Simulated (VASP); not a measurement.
# Al2Cu in VASP: further runs

Al2Cu is run at these levels: PBEsol; tasks: single point.

All numbers are computed with VASP 6.6.1; they aren't measurements. Logs are shortened: lines on timing, memory, paths and dates and some standing lists are left out, and cuts for length are marked.

### 1 The cell of the first run

The typed cell holds 3 atoms: a = 4.049 Å, b = 4.049 Å, c = 4.049 Å, α = 120.00°, β = 120.00°, γ = 90.00°.

### 2 Single point, PBEsol (atoms displaced along a vibrational mode)

INCAR reads:

```
PREC = Accurate
ENCUT = 520
EDIFF = 1E-7
ISMEAR = 0
SIGMA = 0.15
LREAL = F
LASPH = T
NELM = 60
ALGO = Fast
ISIF = 2
LWAVE = F
LCHARG = T
GGA = PS
LELF = T
LVHAR = T
NBANDS = 16
```

KPOINTS reads:

```
regular mesh
0
Gamma
  14 14 14
```

POSCAR reads:

```
Al2Cu
1.0
   -2.0246107077      2.0246107077      2.8631594530
    2.0246107077     -2.0246107077      2.8631594530
    2.0246107077      2.0246107077     -2.8631594530
Al Cu
2 1
Direct
    0.7405700968      0.2405700968      0.4811401935
    0.2405700968      0.7405700968      0.4811401935
    0.5080078462      0.5080078462      0.0160156924
```

Potentials or basis: VASP PAW PBE potentials, release 64 (Al, Cu).

Run with:

```console
$ cat potpaw_PBE.64/Al/POTCAR potpaw_PBE.64/Cu/POTCAR > POTCAR
$ mpirun -np 1 vasp_std > vasp.out
```

OUTCAR:

```text
PREC = Accurate
   ENCUT = 520
   EDIFF = 1E-7
   ISMEAR = 0
   LREAL = F
   LASPH = T
   NELM = 60
   ISIF = 2
   GGA = PS

 ion  position               nearest neighbor table
   1  0.741  0.241  0.481-   3 2.42   3 2.42   3 2.54   3 2.54   2 2.86   2 2.86   2 2.86   2 2.86
                             2 2.86   2 2.86
   2  0.241  0.741  0.481-   3 2.42   3 2.42   3 2.54   3 2.54   1 2.86   1 2.86   1 2.86   1 2.86
                             1 2.86   1 2.86
   3  0.508  0.508  0.016-   1 2.42   2 2.42   2 2.42   1 2.42   2 2.54   1 2.54   1 2.54   2 2.54

  LATTYP: Found a body centered tetragonal cell.
 ALAT       =     4.0492214154
 C/A-ratio  =     1.4141777686

  Lattice vectors:

 A1 = (  -2.0246107077,   2.0246107077,   2.8631594530)
 A2 = (   2.0246107077,  -2.0246107077,   2.8631594530)
 A3 = (   2.0246107077,   2.0246107077,  -2.8631594530)

Analysis of symmetry for initial positions (statically):
=====================================================================
 Subroutine PRICEL returns:
 Original cell was already a primitive cell.

 Routine SETGRP: Setting up the symmetry group for a
 body centered tetragonal supercell.

 Subroutine GETGRP returns: Found  4 space group operations
 (whereof  4 operations were pure point group operations)
 out of a pool of 16 trial point group operations.

The static configuration has the point symmetry C_2v.

Analysis of symmetry for dynamics (positions and initial velocities):
=====================================================================
 Subroutine PRICEL returns:
 Original cell was already a primitive cell.

 Routine SETGRP: Setting up the symmetry group for a
 body centered tetragonal supercell.

 Subroutine GETGRP returns: Found  4 space group operations
 (whereof  4 operations were pure point group operations)
 out of a pool of 16 trial point group operations.

The dynamic configuration has the point symmetry C_2v.

 Subroutine INISYM returns: Found  4 space group operations
 (whereof  4 operations are pure point group operations),
 and found     1 'primitive' translations

----------------------------------------------------------------------------------------

                                     Primitive cell

  volume of cell :      46.9449

[... 88 lines left out ...]
   ENCUT  =  520.0 eV  38.22 Ry    6.18 a.u.   7.53  7.53  7.53*2*pi/ulx,y,z
   NELM   =     60;   NELMIN=  2; NELMDL= -5     # of ELM steps
   EDIFF  = 0.1E-06   stopping-criterion for ELM
   LREAL  =      F    real-space projection
   EDIFFG = 0.1E-05   stopping-criterion for IOM
   NSW    =      0    number of steps for IOM
   IBRION =     -1    ionic relax: 0-MD 1-quasi-New 2-CG
   NFREE  =      0    steps in history (QN), initial steepest desc. (CG)
   ISIF   =      2    stress and relaxation
   ISYM   =      2    0-nonsym 1-usesym 2-fastsym
   POTIM  = 0.5000    time-step for ionic-motion
   TEBEG  =    0.0;   TEEND  =   0.0 temperature during run
   PSTRESS=    0.0 pullay stress
   NELECT =      17.0000    total number of electrons
   NUPDOWN=      -1.0000    fix difference up-down
   EMIN   =  10.00;   EMAX   =-10.00  energy-range for DOS
   EFERMI =   0.00;   METHOD = LEGACY
   ISMEAR =     0;   SIGMA  =   0.15  broadening in eV -4-tet -1-fermi 0-gaus
   EFERMI_NEDOS =   21; number of points for ismear=-14 and -15
   IALGO  =     68    algorithm
   IMIX   =      4    mixing-type and parameters
     AMIX     =   0.40;   BMIX     =  1.00
     AMIX_MAG =   1.60;   BMIX_MAG =  1.00
  volume/ion in A,a.u.               =      15.65       105.60
  Fermi-wavevector in a.u.,A,eV,Ry     =   1.166886  2.205094 18.525992  1.361622
  Thomas-Fermi vector in A             =   2.303393
   LORBIT       =      0    0 simple, 1 ext, 2 COOP (PROOUT), +10 PAW based schemes
   GGA     = PS    functional components
   LHFCALC =     F    Hartree Fock is set to
   AEXX    =    0.0000 exact exchange contribution
   IVDW    =     0    specifies the selected vdW correction
   LEPSILON=     F    determine dielectric tensor
   LRPA    =     F    only Hartree local field effects (RPA)
 non-spin polarized calculation
 RMM-DIIS sequential band-by-band and
 Gauss-broadening in eV      SIGMA  =   0.15
  energy-cutoff  :      520.00
  volume of cell :       46.94
 maximum number of plane-waves:      1295
   NGX = 15   NGY = 15   NGZ = 15

 number of electron      16.9999987 magnetization

 Free energy of the ion-electron system (eV)
  ---------------------------------------------------
  ext. energy  EPLUGINS =         0.00000000
  ---------------------------------------------------
  free energy    TOTEN  =       -12.98021515 eV

  energy without entropy =      -12.96978299  energy(sigma->0) =      -12.97499907

 E-fermi :   7.1054     XC(G=0): -10.6338

 val. band max:        7.1036478230   @ k =  -0.0714   0.2143  -0.0714
 cond. band min:       7.1242516784   @ k =   0.1429   0.0000  -0.0000
 fundamental gap:      0.0206038554
 Fermi energy:         7.1053899400

 k-point     1 :       0.0000    0.0000    0.0000
  band No.  band energies     occupation
      1      -3.2029      2.00000
      2       2.4559      2.00000
      3       2.4674      2.00000
      4       2.4674      2.00000
      5       3.0260      2.00000
      6       3.0340      2.00000
[... 433 lines left out ...]
      3       2.5988      2.00000
      4       2.6168      2.00000
      5       3.0526      2.00000
      6       3.0898      2.00000
[... 8 lines left out ...]
     15      16.4566      0.00000
     16      17.7891      0.00000

 [... further k-points ...]

------------------------ aborting loop because EDIFF is reached ----------------------------------------

  FORCE on cell =-STRESS in cart. coord.  units (eV):
  Direction    XX          YY          ZZ          XY          YZ          ZX
  --------------------------------------------------------------------------------------
  -------------------------------------------------------------------------------------
  Total        0.1651206      0.1651206      0.2229150     -0.0570785      0.0000000      0.0000000
  in kB        5.6353801      5.6353801      7.6078396     -1.9480236      0.0000000      0.0000000
  external PRESSURE =       6.2928666 kB  Pullay stress =       0.0000000 kB

 VOLUME and BASIS-vectors are now :
 -----------------------------------------------------------------------------
  energy-cutoff  :      520.00
  volume of cell :       46.94
      direct lattice vectors                 reciprocal lattice vectors
    -2.024610708  2.024610708  2.863159453     0.000000000  0.246961057  0.174632258
     2.024610708 -2.024610708  2.863159453     0.246961057  0.000000000  0.174632258
     2.024610708  2.024610708 -2.863159453     0.246961057  0.246961057  0.000000000

 POSITION                                       TOTAL-FORCE (eV/Angst)
 -----------------------------------------------------------------------------------
     -0.03818      1.98643      1.43158         0.266505      0.266505      0.000000
      1.98643     -0.03818      1.43158         0.266505      0.266505      0.000000
      0.03243      0.03243      2.86316        -0.533009     -0.533009      0.000000
 -----------------------------------------------------------------------------------
    total drift:                               -0.000103     -0.000103      0.000000

  FREE ENERGIE OF THE ION-ELECTRON SYSTEM (eV)
  ---------------------------------------------------
  free  energy   TOTEN  =       -12.9802151542 eV

  energy  without entropy=      -12.9697829917  energy(sigma->0) =      -12.97499907
```

OSZICAR:

```text
N       E                     dE             d eps       ncg     rms          rms(c)
DAV:   1     0.612950996088E+02    0.61295E+02   -0.68242E+03 13728   0.113E+03
DAV:   2    -0.129444913795E+02   -0.74240E+02   -0.65475E+02 14696   0.201E+02
DAV:   3    -0.155442151319E+02   -0.25997E+01   -0.25471E+01 18784   0.428E+01
[... 10 lines left out ...]
RMM:  14    -0.129802137624E+02    0.93718E-05   -0.43035E-05 18458   0.885E-02    0.129E-02
RMM:  15    -0.129802164011E+02   -0.26387E-05   -0.18757E-05 20303   0.530E-02    0.121E-02
RMM:  16    -0.129802165709E+02   -0.16988E-06   -0.57643E-06 20514   0.174E-02    0.874E-03
RMM:  17    -0.129802166780E+02   -0.10709E-06   -0.57078E-07 16716   0.949E-03    0.895E-03
RMM:  18    -0.129802151180E+02    0.15600E-05   -0.39951E-06 21851   0.265E-02    0.222E-03
RMM:  19    -0.129802151542E+02   -0.36197E-07   -0.11084E-07 10504   0.309E-03
   1 F= -.12980215E+02 E0= -.12974999E+02  d E =-.104322E-01
```

It took 3.3 min on 1 thread of Intel Xeon 6975P-C (Granite Rapids), shared host; peak memory 0.41 GiB.

What came out:

```
Free energy            : -12.9802 eV
Pressure               : 0.6 GPa
Largest force          : 0.754 eV/Å
Band gap on the k mesh : zero (an odd number of electrons rules out a gap without spin polarisation)
```

Forces on the atoms (eV/Å):
```
Al   0.267  0.267  0.000
Al   0.267  0.267  0.000
Cu  -0.533 -0.533  0.000
```

Caveat: the cell differs from its parent crystal (atoms displaced along a vibrational mode); the PAW data sets were made with another functional, which shifts forces and pressure a little.

### 3 Single point, PBEsol (atoms displaced along a vibrational mode)

INCAR reads:

```
SYSTEM = Al2Cu
ALGO = Fast
EDIFF = 1E-7
ENCUT = 520
GGA = PS
ISIF = 2
ISMEAR = 0
LASPH = .True.
LCHARG = .False.
LREAL = .False.
LWAVE = .False.
NBANDS = 16
NELM = 80
PREC = Accurate
SIGMA = 0.15
```

KPOINTS reads:

```
k-points
0
Gamma
  14 14 14
  0 0 0
```

POSCAR reads:

```
Al2Cu
1.0
   -2.0246107077      2.0246107077      2.8631594530
    2.0246107077     -2.0246107077      2.8631594530
    2.0246107077      2.0246107077     -2.8631594530
Al Cu
2 1
Direct
    0.7452850484      0.2452850484      0.4905700968
    0.2452850484      0.7452850484      0.4905700968
    0.5040039231      0.5040039231      0.0080078462
```

Potentials or basis: VASP PAW PBE potentials, release 64 (Al, Cu).

Run with:

```console
$ cat potpaw_PBE.64/Al/POTCAR potpaw_PBE.64/Cu/POTCAR > POTCAR
$ mpirun -np 1 vasp_std > vasp.out
```

Wall time 3.2 min (1 thread of Intel Xeon 6975P-C (Granite Rapids), shared host); peak memory 0.41 GiB.

It converged, with:

| Property | Result |
| --- | --- |
| Free energy | -13.0085 eV |
| Pressure | 0.5 GPa |
| Largest force | 0.378 eV/Å |
| Band gap on the k mesh | zero (an odd number of electrons rules out a gap without spin polarisation) |

Forces on the atoms (eV/Å):
```
Al   0.134  0.134  0.000
Al   0.134  0.134  0.000
Cu  -0.267 -0.267  0.000
```

Levels at points of the mesh, in eV from the Fermi level:
| k point | band 7 | band 8 | band 9 | band 10 | band 11 | band 12 |
| --- | --- | --- | --- | --- | --- | --- |
| (0.00, 0.00, 0.00) | 2.82 | 2.82 | 2.90 | 2.96 | 3.04 | 3.04 |
| (0.50, 0.00, 0.00) | -4.00 | 0.61 | 0.61 | 2.94 | 2.95 | 3.86 |
| (0.50, 0.50, 0.00) | -3.79 | -2.00 | -2.00 | 0.39 | 1.49 | 9.05 |
| (0.00, 0.00, 0.50) | -3.78 | -2.00 | -2.00 | 0.39 | 1.49 | 9.05 |
| (0.50, 0.50, 0.50) | -3.79 | -2.00 | -2.00 | 0.39 | 1.49 | 9.05 |

Caveat: the cell differs from its parent crystal (atoms displaced along a vibrational mode); the PAW data sets were made with another functional, which shifts forces and pressure a little.
